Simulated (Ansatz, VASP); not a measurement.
Sn in VASP and in Ansatz

```
CELL_PARAMETERS angstrom
0.08760 3.24171 3.32808
3.10530 0.04988 3.36580
3.23105 3.40518 -0.07586
ATOMIC_POSITIONS crystal
Sn 0.50795 0.50313 0.49076
Sn 0.74205 0.74687 0.75924
```

Change from the starting cell: all atoms moved at random, sigma 0.15 Å a component, cell strained at random, sigma 0.03; relaxed back.

Alike in both runs: functional PBEsol; k mesh 10 × 10 × 10; occupations gaussian, width 0.15 eV; no spin polarisation.

Ansatz relaxed the structure, and its values are those at the end. VASP's run is a single point on that final structure, the one shown.

|  | VASP | Ansatz |
| --- | --- | --- |
| version | VASP 6.6.1 | Ansatz 0.2.0 |
| potentials or method | VASP PAW PBE potentials, release 64 (Sn_d), cutoff 520 eV | scalar-relativistic, plane waves, PAW |
| valence electrons in the cell | 28 | 28 |

```tsv
	VASP	Ansatz	Ansatz less VASP
gap on the k mesh at the Fermi level (eV)	none	none	-
pressure (GPa)	0.1	0.1	+0.06
rms of the force components (eV/Å)	0.004	0.003	-0.0006
```

VASP's potentials were made for PBE, not for PBEsol. A gap of «none» marks a metal or a gap that the smearing closes. Ansatz's warnings: stress scf threshold loose.
